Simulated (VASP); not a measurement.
Runs of VASP 6.6.1 on Zn. The structure is that of space group P6_3/mmc (No. 194), or close to it. The cells are those of the table. 

| cell | gap on the mesh (eV) | pressure (GPa) | largest force (eV/Å) |
| --- | --- | --- | --- |
| a = 2.665, b = 2.639, c = 4.947 Å, angles 90.0, 90.0, 119.0°, 2 atoms | none | 0.1 | 0.01 |
| a = 2.665, b = 2.656, c = 4.947 Å, angles 90.0, 90.0, 119.7°, 2 atoms | none | 0.0 | - |
| a = 2.666, b = 2.604, c = 4.947 Å, angles 90.0, 90.0, 117.7°, 2 atoms | none | 0.4 | 0.02 |
| a = 2.665, b = 2.622, c = 4.947 Å, angles 90.0, 90.0, 118.4°, 2 atoms | none | (a) | 0.01 |

Alike in all rows: task single point; level PBE; potentials or basis VASP PAW PBE potentials, release 64 (Zn); no spin polarisation; k mesh 24 × 24 × 10; cutoff (eV) 500; smearing gaussian 0.15 eV.

Q: Fill in the values left out.

A: (a) 0.2.

A gap of «none» marks levels without a gap at the run's occupations.
